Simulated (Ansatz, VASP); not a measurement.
## Two plane-wave programs on GaP

```xyz
2
Lattice="0.0000 2.7252 2.7252 2.7252 0.0000 2.7252 2.7252 2.7252 0.0000" Properties=species:S:1:pos:R:3 pbc="T T T"
Ga    0.0000    0.0000    0.0000
P     4.0879    4.0879    4.0879
```

Alike in both runs: task relaxation of cell and atoms; functional PBE; dispersion D3(BJ); k mesh 8 × 8 × 8; occupations gaussian, width 0.02 eV; no spin polarisation.

|  | VASP | Ansatz |
| --- | --- | --- |
| version | VASP 6.6.1 | Ansatz 0.2.0 |
| potentials or method | VASP PAW PBE potentials, release 64 (Ga_d, P), cutoff 600 eV | scalar-relativistic, plane waves, PAW |
| valence electrons in the cell | 18 | 18 |

Ansatz gave:

- gap on the k mesh at the Fermi level, each at its own relaxed structure (eV): 1.64
- relaxed volume (Å³/atom): 20.19
- relaxed cell length with the largest relative difference (Å): 3.851

What did VASP give for the same quantities?

gap on the k mesh at the Fermi level, each at its own relaxed structure (eV): 1.64; relaxed volume (Å³/atom): 20.18; relaxed cell length with the largest relative difference (Å): 3.850.
